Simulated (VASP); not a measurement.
Os, 1 atom in the cell. It takes space group I4/mmm (No. 139, tetragonal). Conventional cell: a = 2.724 Å, b = 2.724 Å, c = 3.968 Å, α = 90.00°, β = 90.00°, γ = 90.00°. Os (site symmetry 4/mmm) has 12 Os at 2.72 to 2.76 Å within 3.6 Å.  This cell differs from its parent crystal: z stretched by +2 % at fixed volume.

```yaml
Program: VASP 6.6.1
Task: electric field gradients
Functional: PBE
Potentials_or_basis: VASP PAW PBE potentials, release 64 (Os)
Cutoff: 520 eV
k_mesh: 14 × 14 × 14
Occupations: fermi-dirac, width 0.03 eV
Spin: no spin polarisation
Dipole_correction: no
Further_INCAR_settings: ALGO = Normal; EDIFF = 1e-08; NBANDS = 10
```

Potentials or basis: VASP PAW PBE potentials, release 64 (Os).

Run with:

```console
$ cat potpaw_PBE.64/Os/POTCAR > POTCAR
$ mpirun -np 1 vasp_std > vasp.out
```

Hardware: 1 thread of AMD EPYC 7R43 64-Core Processor (Zen 3), on a shared host.

Problem. Estimate the wall time of this run.

Solution. It took 41 s on 1 thread of AMD EPYC 7R43 64-Core Processor (Zen 3) (shared host), peak memory 0.13 GiB. Counts: scf iterations 14, k points 244.
